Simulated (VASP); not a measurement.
# Re in VASP: notebook

Runs on Re. Level: PBE. Tasks: single point.

Everything below comes from runs of VASP 6.6.1. Logs are shortened: lines on timing, memory, paths and dates and some standing lists are left out, and cuts for length are marked.

**1. The cell of the first run**

Symmetry: P6_3/mmc, No. 194, hexagonal system. Conventional cell: a = 2.766 Å, b = 2.766 Å, c = 8.939 Å, α = 90.00°, β = 90.00°, γ = 120.00°. Within 3.6 Å of Re (site symmetry -3m) lie 12 Re at 2.75 to 2.77 Å. Within 3.6 Å of Re (site symmetry -6m2) lie 12 Re at 2.75 to 2.77 Å.

**2. Single point, PBE**

INCAR

```
SYSTEM = Re
ALGO = Normal
EDIFF = 1E-6
ENCUT = 520
GGA = PE
ISIF = 2
ISMEAR = -1
LASPH = .True.
LCHARG = .False.
LREAL = .False.
LWAVE = .False.
NBANDS = 22
NELM = 100
PREC = Accurate
SIGMA = 0.05
```

KPOINTS

```
k-points
0
Gamma
  11 11 3
  0 0 0
```

POSCAR

```
Re
1.0
    2.7663900000      0.0000000000      0.0000000000
   -1.3831900000      2.3957600000      0.0000000000
    0.0000000000      0.0000000000      8.9388500000
Re
4
Direct
    0.0000000000      0.0000000000      0.0000000000
    0.3333333333      0.6666666667      0.2500000000
    0.0000000000      0.0000000000      0.5000000000
    0.6666666667      0.3333333333      0.7500000000
```

Potentials or basis: VASP PAW PBE potentials, release 64 (Re).

Started as:

```bash
$ cat potpaw_PBE.64/Re/POTCAR > POTCAR
$ mpirun -np 1 vasp_std > vasp.out
```

OUTCAR:

```text
SYSTEM = Re
   EDIFF = 1E-6
   ENCUT = 520
   GGA = PE
   ISIF = 2
   ISMEAR = -1
   LASPH = .True.
   LREAL = .False.
   NELM = 100
   PREC = Accurate

 ion  position               nearest neighbor table
   1  0.000  0.000  0.000-   2 2.75   4 2.75   4 2.75   2 2.75   4 2.75   2 2.75
   2  0.333  0.667  0.250-   1 2.75   3 2.75   1 2.75   3 2.75   1 2.75   3 2.75
   3  0.000  0.000  0.500-   2 2.75   4 2.75   4 2.75   2 2.75   4 2.75   2 2.75
   4  0.667  0.333  0.750-   1 2.75   3 2.75   1 2.75   3 2.75   1 2.75   3 2.75

  LATTYP: Found a hexagonal cell.
 ALAT       =     2.7663900000
 C/A-ratio  =     3.2312327618

  Lattice vectors:

 A1 = (   2.7663900000,   0.0000000000,   0.0000000000)
 A2 = (  -1.3831900000,   2.3957600000,   0.0000000000)
 A3 = (   0.0000000000,   0.0000000000,   8.9388500000)

Analysis of symmetry for initial positions (statically):
=====================================================================
 Subroutine PRICEL returns:
 Original cell was already a primitive cell.

 Routine SETGRP: Setting up the symmetry group for a
 hexagonal supercell.

 Subroutine GETGRP returns: Found 24 space group operations
 (whereof 12 operations were pure point group operations)
 out of a pool of 24 trial point group operations.

The static configuration has the point symmetry D_3d.
 The point group associated with its full space group is D_6h.

Analysis of symmetry for dynamics (positions and initial velocities):
=====================================================================
 Subroutine PRICEL returns:
 Original cell was already a primitive cell.

 Routine SETGRP: Setting up the symmetry group for a
 hexagonal supercell.

 Subroutine GETGRP returns: Found 24 space group operations
 (whereof 12 operations were pure point group operations)
 out of a pool of 24 trial point group operations.

The dynamic configuration has the point symmetry D_3d.
 The point group associated with its full space group is D_6h.

 Subroutine INISYM returns: Found 24 space group operations
 (whereof 12 operations are pure point group operations),
 and found     1 'primitive' translations

----------------------------------------------------------------------------------------

                                     Primitive cell

  volume of cell :      59.2432

  direct lattice vectors                    reciprocal lattice vectors
     2.766390000  0.000000000  0.000000000     0.361481931  0.208701286  0.000000000
    -1.383190000  2.395760000  0.000000000     0.000000000  0.417404081  0.000000000
     0.000000000  0.000000000  8.938850000     0.000000000  0.000000000  0.111871214

  length of vectors
     2.766390000  2.766384021  8.938850000     0.417403178  0.417404081  0.111871214

  position of ions in fractional coordinates (direct lattice)
     0.000000000  0.000000000  0.000000000
     0.333333333  0.666666667  0.250000000
     0.000000000  0.000000000  0.500000000
     0.666666667  0.333333333  0.750000000

  ion indices of the primitive-cell ions
   primitive index   ion index
                 1           1
                 2           2
                 3           3
                 4           4

----------------------------------------------------------------------------------------

 KPOINTS: k-points

Automatic generation of k-mesh.
 Grid dimensions read from file:
 generate k-points for:   11   11    3

 Generating k-lattice:

  Cartesian coordinates                     Fractional coordinates (reciprocal lattice)
     0.032861994  0.018972844  0.000000000     0.090909091  0.000000000  0.000000000
     0.000000000  0.037945826  0.000000000     0.000000000  0.090909091  0.000000000
     0.000000000  0.000000000  0.037290405     0.000000000  0.000000000  0.333333333

  Length of vectors
     0.037945743  0.037945826  0.037290405

  Shift w.r.t. Gamma in fractional coordinates (k-lattice)
     0.000000000  0.000000000  0.000000000

 Subroutine IBZKPT returns following result:
 ===========================================

 Found     32 irreducible k-points:

 Following reciprocal coordinates:
            Coordinates               Weight
  0.000000  0.000000  0.000000      1.000000
  0.090909 -0.000000  0.000000      6.000000
  0.181818  0.000000  0.000000      6.000000
  0.272727  0.000000  0.000000      6.000000
  0.363636  0.000000  0.000000      6.000000
  0.454545  0.000000  0.000000      6.000000
[... 16 lines left out ...]
  0.090909  0.090909  0.333333     12.000000
  0.181818  0.090909  0.333333     24.000000
 [... further k-points ...]
   k-points           NKPTS =     32   k-points in BZ     NKDIM =     32   number of bands    NBANDS=     22
   number of dos      NEDOS =    301   number of ions     NIONS =      4
   total plane-waves  NPLWV =  40320
   dimension x,y,z NGX =    24 NGY =   24 NGZ =   70
   dimension x,y,z NGXF=    48 NGYF=   48 NGZF=  140
   ions per type =               4
   NGX,Y,Z   is equivalent  to a cutoff of  14.42, 14.42, 13.02 a.u.
   NGXF,Y,Z  is equivalent  to a cutoff of  28.85, 28.85, 26.04 a.u.
 SYSTEM =  Re
   PREC   = accura    normal or accurate (medium, high low for compatibility)
   ISTART =      0    job   : 0-new  1-cont  2-samecut
   ICHARG =      2    charge: 1-file 2-atom 10-const
   ISPIN  =      1    spin polarized calculation?
   LNONCOLLINEAR =      F non collinear calculations
   LSORBIT =      F    spin-orbit coupling
   LASPH  =      T    aspherical Exc in radial PAW
   ENCUT  =  520.0 eV  38.22 Ry    6.18 a.u.   5.14  5.14 16.62*2*pi/ulx,y,z
   NELM   =    100;   NELMIN=  2; NELMDL= -5     # of ELM steps
   EDIFF  = 0.1E-05   stopping-criterion for ELM
   LREAL  =      F    real-space projection
   EDIFFG = 0.1E-04   stopping-criterion for IOM
   NSW    =      0    number of steps for IOM
   IBRION =     -1    ionic relax: 0-MD 1-quasi-New 2-CG
   NFREE  =      0    steps in history (QN), initial steepest desc. (CG)
   ISIF   =      2    stress and relaxation
   ISYM   =      2    0-nonsym 1-usesym 2-fastsym
   POTIM  = 0.5000    time-step for ionic-motion
   TEBEG  =    0.0;   TEEND  =   0.0 temperature during run
   PSTRESS=    0.0 pullay stress
   NELECT =      28.0000    total number of electrons
   NUPDOWN=      -1.0000    fix difference up-down
   EMIN   =  10.00;   EMAX   =-10.00  energy-range for DOS
   EFERMI =   0.00;   METHOD = LEGACY
   ISMEAR =    -1;   SIGMA  =   0.05  broadening in eV -4-tet -1-fermi 0-gaus
   EFERMI_NEDOS =   21; number of points for ismear=-14 and -15
   IALGO  =     38    algorithm
   IMIX   =      4    mixing-type and parameters
     AMIX     =   0.40;   BMIX     =  1.00
     AMIX_MAG =   1.60;   BMIX_MAG =  1.00
  volume/ion in A,a.u.               =      14.81        99.95
  Fermi-wavevector in a.u.,A,eV,Ry     =   1.275209  2.409796 22.125224  1.626158
  Thomas-Fermi vector in A             =   2.407934
   LORBIT       =      0    0 simple, 1 ext, 2 COOP (PROOUT), +10 PAW based schemes
   GGA     = PE    functional components
   LHFCALC =     F    Hartree Fock is set to
   AEXX    =    0.0000 exact exchange contribution
   IVDW    =     0    specifies the selected vdW correction
   LEPSILON=     F    determine dielectric tensor
   LRPA    =     F    only Hartree local field effects (RPA)
 non-spin polarized calculation
  energy-cutoff  :      520.00
  volume of cell :       59.24
 maximum number of plane-waves:      1607
 NGX is ok and might be reduce to    24
   NGX = 11   NGY = 11   NGZ = 33

 number of electron      28.0000009 magnetization

 Free energy of the ion-electron system (eV)
  ---------------------------------------------------
  ext. energy  EPLUGINS =         0.00000000
  ---------------------------------------------------
  free energy    TOTEN  =       -49.70721757 eV

  energy without entropy =      -49.68284147  energy(sigma->0) =      -49.69502952

 E-fermi :   7.8908     XC(G=0): -13.6938

 val. band max:        7.8858796119   @ k =   0.2727   0.0909   0.0000
 cond. band min:       7.8937635300   @ k =   0.3636   0.2727   0.3333
 fundamental gap:      0.0078839181
 Fermi energy:         7.8907803073

 k-point     1 :       0.0000    0.0000    0.0000
  band No.  band energies     occupation
      1      -2.0167      2.00000
      2       0.2840      2.00000
      3       0.3612      2.00000
      4       1.2471      2.00000
      5       5.3679      2.00000
      6       5.4613      2.00000
[... 14 lines left out ...]
     21      10.3838      0.00000
     22      10.3838      0.00000

 k-point     2 :       0.0909   -0.0000    0.0000
  band No.  band energies     occupation
      1      -1.6831      2.00000
      2       0.5940      2.00000
      3       0.6680      2.00000
      4       1.5644      2.00000
      5       4.9636      2.00000
      6       5.2390      2.00000
[... 14 lines left out ...]
     21      10.3277      0.00000
     22      10.4492      0.00000

 k-point     3 :       0.1818    0.0000    0.0000
  band No.  band energies     occupation
      1      -0.7623      2.00000
      2       1.3394      2.00000
      3       1.3988      2.00000
      4       2.3426      2.00000
      5       4.3154      2.00000
      6       4.7299      2.00000
[... 14 lines left out ...]
     21      10.5442      0.00000
     22      10.7279      0.00000

 k-point     4 :       0.2727    0.0000    0.0000
  band No.  band energies     occupation
      1       0.4554      2.00000
      2       1.8223      2.00000
      3       1.8917      2.00000
      4       2.7988      2.00000
      5       3.9661      2.00000
      6       4.1189      2.00000
[... 14 lines left out ...]
     21      11.1966      0.00000
     22      11.2772      0.00000

 k-point     5 :       0.3636    0.0000    0.0000
  band No.  band energies     occupation
      1       1.2380      2.00000
      2       1.6164      2.00000
      3       1.9804      2.00000
      4       2.6233      2.00000
      5       3.5497      2.00000
      6       3.6370      2.00000
[... 417 lines left out ...]
 k-point    22 :       0.4545    0.0000    0.3333
  band No.  band energies     occupation
      1       1.4728      2.00000
      2       1.6256      2.00000
      3       1.9006      2.00000
      4       2.2321      2.00000
      5       2.7942      2.00000
      6       2.8992      2.00000
[... 14 lines left out ...]
     21      12.1926      0.00000
     22      12.6743      0.00000

 k-point    23 :       0.0909    0.0909    0.3333
  band No.  band energies     occupation
      1      -0.7585      2.00000
      2       0.0597      2.00000
      3       2.0021      2.00000
      4       2.1608      2.00000
      5       4.6851      2.00000
      6       4.9464      2.00000
[... 14 lines left out ...]
     21      10.7883      0.00000
     22      11.4560      0.00000

 k-point    24 :       0.1818    0.0909    0.3333
  band No.  band energies     occupation
      1       0.2886      2.00000
      2       0.9336      2.00000
      3       2.7479      2.00000
      4       2.9989      2.00000
      5       3.9164      2.00000
      6       4.1951      2.00000
[... 14 lines left out ...]
     21      10.8966      0.00000
     22      11.5798      0.00000

 [... further k-points ...]
[... 5 lines left out ...]
  --------------------------------------------------------------------------------------
  -------------------------------------------------------------------------------------
  Total        1.0122059      1.0122025      1.1595957      0.0000021      0.0000000      0.0000000
  in kB       27.3741775     27.3740857     31.3601999      0.0000571      0.0000000      0.0000000
  external PRESSURE =      28.7028210 kB  Pullay stress =       0.0000000 kB

 VOLUME and BASIS-vectors are now :
 -----------------------------------------------------------------------------
  energy-cutoff  :      520.00
  volume of cell :       59.24
      direct lattice vectors                 reciprocal lattice vectors
     2.766390000  0.000000000  0.000000000     0.361481931  0.208701286  0.000000000
    -1.383190000  2.395760000  0.000000000     0.000000000  0.417404081  0.000000000
     0.000000000  0.000000000  8.938850000     0.000000000  0.000000000  0.111871214

 POSITION                                       TOTAL-FORCE (eV/Angst)
 -----------------------------------------------------------------------------------
      0.00000      0.00000      0.00000         0.000000      0.000000     -0.000000
      0.00000      1.59717      2.23471        -0.000000      0.000000     -0.000000
      0.00000      0.00000      4.46943         0.000000      0.000000     -0.000000
      1.38320      0.79859      6.70414         0.000000     -0.000000      0.000000
 -----------------------------------------------------------------------------------
    total drift:                               -0.000000      0.000000      0.000000

  FREE ENERGIE OF THE ION-ELECTRON SYSTEM (eV)
  ---------------------------------------------------
  free  energy   TOTEN  =       -49.7072175727 eV

  energy  without entropy=      -49.6828414732  energy(sigma->0) =      -49.69502952
```

Run time: 40 s. Hardware: 1 thread of Intel Xeon Platinum 8488C (Sapphire Rapids), shared host; peak memory 0.2 GiB.

Results:

* Free energy: -49.7072 eV
* Pressure: 2.9 GPa
* Band gap on the k mesh: zero (band 14 reaches 8.99 eV, above the bottom of band 15 at 6.59 eV)

Stress tensor (GPa, compression positive):
```
2.74 0.00 0.00
0.00 2.74 0.00
0.00 0.00 3.14
```

Caveat: spin-orbit coupling is left out, which moves the levels of the heavy elements.

**3. Single point, PBE**

INCAR is that of step 2.

KPOINTS is that of step 2.

POSCAR: that of step 2 with these lines changed.

```diff
@@ -11,2 +11,2 @@
     0.0000000000      0.0000000000      0.5000000000
-    0.6666666667      0.3333333333      0.7500000000
+    0.6485925701      0.3333333333      0.7500000000
```

Potentials or basis: VASP PAW PBE potentials, release 64 (Re).

Started as:

```bash
$ cat potpaw_PBE.64/Re/POTCAR > POTCAR
$ mpirun -np 1 vasp_std > vasp.out
```

OUTCAR:

```text
SYSTEM = Re
   EDIFF = 1E-6
   ENCUT = 520
   GGA = PE
   ISIF = 2
   ISMEAR = -1
   LASPH = .True.
   LREAL = .False.
   NELM = 100
   PREC = Accurate

 ion  position               nearest neighbor table
   1  0.000  0.000  0.000-   4 2.72   2 2.75   2 2.75   2 2.75   4 2.75   4 2.77
   2  0.333  0.667  0.250-   1 2.75   3 2.75   1 2.75   3 2.75   1 2.75   3 2.75
   3  0.000  0.000  0.500-   4 2.72   2 2.75   2 2.75   2 2.75   4 2.75   4 2.77
   4  0.649  0.333  0.750-   1 2.72   3 2.72   1 2.75   3 2.75   1 2.77   3 2.77

  LATTYP: Found a hexagonal cell.
 ALAT       =     2.7663900000
 C/A-ratio  =     3.2312327618

  Lattice vectors:

 A1 = (   2.7663900000,   0.0000000000,   0.0000000000)
 A2 = (  -1.3831900000,   2.3957600000,   0.0000000000)
 A3 = (   0.0000000000,   0.0000000000,   8.9388500000)

Analysis of symmetry for initial positions (statically):
=====================================================================
 Subroutine PRICEL returns:
 Original cell was already a primitive cell.

 Routine SETGRP: Setting up the symmetry group for a
 hexagonal supercell.

 Subroutine GETGRP returns: Found  2 space group operations
 (whereof  1 operations were pure point group operations)
 out of a pool of 24 trial point group operations.

The static configuration has the point symmetry C_1 .
 The point group associated with its full space group is C_1h.

Analysis of symmetry for dynamics (positions and initial velocities):
=====================================================================
 Subroutine PRICEL returns:
 Original cell was already a primitive cell.

 Routine SETGRP: Setting up the symmetry group for a
 hexagonal supercell.

 Subroutine GETGRP returns: Found  2 space group operations
 (whereof  1 operations were pure point group operations)
 out of a pool of 24 trial point group operations.

The dynamic configuration has the point symmetry C_1 .
[... 116 lines left out ...]
   NUPDOWN=      -1.0000    fix difference up-down
   EMIN   =  10.00;   EMAX   =-10.00  energy-range for DOS
   EFERMI =   0.00;   METHOD = LEGACY
   ISMEAR =    -1;   SIGMA  =   0.05  broadening in eV -4-tet -1-fermi 0-gaus
   EFERMI_NEDOS =   21; number of points for ismear=-14 and -15
   IALGO  =     38    algorithm
   IMIX   =      4    mixing-type and parameters
     AMIX     =   0.40;   BMIX     =  1.00
     AMIX_MAG =   1.60;   BMIX_MAG =  1.00
  volume/ion in A,a.u.               =      14.81        99.95
  Fermi-wavevector in a.u.,A,eV,Ry     =   1.275209  2.409796 22.125224  1.626158
  Thomas-Fermi vector in A             =   2.407934
   LORBIT       =      0    0 simple, 1 ext, 2 COOP (PROOUT), +10 PAW based schemes
   GGA     = PE    functional components
   LHFCALC =     F    Hartree Fock is set to
   AEXX    =    0.0000 exact exchange contribution
   IVDW    =     0    specifies the selected vdW correction
   LEPSILON=     F    determine dielectric tensor
   LRPA    =     F    only Hartree local field effects (RPA)
 non-spin polarized calculation
  energy-cutoff  :      520.00
  volume of cell :       59.24
 maximum number of plane-waves:      1607
 NGX is ok and might be reduce to    24
   NGX = 11   NGY = 11   NGZ = 33

 number of electron      27.9999999 magnetization

 Free energy of the ion-electron system (eV)
  ---------------------------------------------------
  ext. energy  EPLUGINS =         0.00000000
  ---------------------------------------------------
  free energy    TOTEN  =       -49.70109500 eV

  energy without entropy =      -49.67634431  energy(sigma->0) =      -49.68871965

 E-fermi :   7.8950     XC(G=0): -13.6936

 val. band max:        7.8937405807   @ k =   0.2727  -0.0909  -0.3333
 cond. band min:       7.8955135763   @ k =  -0.2727  -0.3636   0.3333
 fundamental gap:      0.0017729957
 Fermi energy:         7.8950158940

 k-point     1 :       0.0000    0.0000    0.0000
  band No.  band energies     occupation
      1      -2.0164      2.00000
      2       0.2843      2.00000
      3       0.3612      2.00000
      4       1.2478      2.00000
      5       5.3650      2.00000
      6       5.4598      2.00000
[... 589 lines left out ...]
     21      10.8082      0.00000
     22      11.0874      0.00000

 [... further k-points ...]
[... 5 lines left out ...]
  --------------------------------------------------------------------------------------
  -------------------------------------------------------------------------------------
  Total        1.0316781      1.0587980      1.1670582      0.1872008      0.0000000      0.0000000
  in kB       27.9007867     28.6342177     31.5620159      5.0626737      0.0000000      0.0000000
  external PRESSURE =      29.3656734 kB  Pullay stress =       0.0000000 kB

 VOLUME and BASIS-vectors are now :
 -----------------------------------------------------------------------------
  energy-cutoff  :      520.00
  volume of cell :       59.24
      direct lattice vectors                 reciprocal lattice vectors
     2.766390000  0.000000000  0.000000000     0.361481931  0.208701286  0.000000000
    -1.383190000  2.395760000  0.000000000     0.000000000  0.417404081  0.000000000
     0.000000000  0.000000000  8.938850000     0.000000000  0.000000000  0.111871214

 POSITION                                       TOTAL-FORCE (eV/Angst)
 -----------------------------------------------------------------------------------
      0.00000      0.00000      0.00000        -0.111946     -0.001646      0.006240
      0.00000      1.59717      2.23471        -0.017552     -0.000786      0.000000
      0.00000      0.00000      4.46943        -0.111946     -0.001646     -0.006240
      1.33320      0.79859      6.70414         0.241444      0.004078      0.000000
 -----------------------------------------------------------------------------------
    total drift:                               -0.000047      0.000017      0.000000

  FREE ENERGIE OF THE ION-ELECTRON SYSTEM (eV)
  ---------------------------------------------------
  free  energy   TOTEN  =       -49.7010949953 eV

  energy  without entropy=      -49.6763443105  energy(sigma->0) =      -49.68871965
```

Run time: 2.2 min. Hardware: 1 thread of Intel Xeon Platinum 8488C (Sapphire Rapids), shared host; peak memory 0.27 GiB.

Results:

* Free energy: -49.7011 eV
* Pressure: 2.9 GPa
* Largest force: 0.241 eV/Å
* Band gap on the k mesh: zero (band 14 reaches 9.00 eV, above the bottom of band 15 at 6.62 eV)

Forces in eV/Å, atoms in the order of the input:
```
Re  -0.112 -0.002  0.006
Re  -0.018 -0.001  0.000
Re  -0.112 -0.002 -0.006
Re   0.241  0.004  0.000
```

Levels at points of the mesh, in eV from the Fermi level:
```tsv
k point	band 12	band 13	band 14	band 15	band 16	band 17
(0.00, 0.00, 0.00)	-1.22	-1.21	-1.11	-1.07	0.50	0.55
```

Caveat: spin-orbit coupling is left out, which moves the levels of the heavy elements.
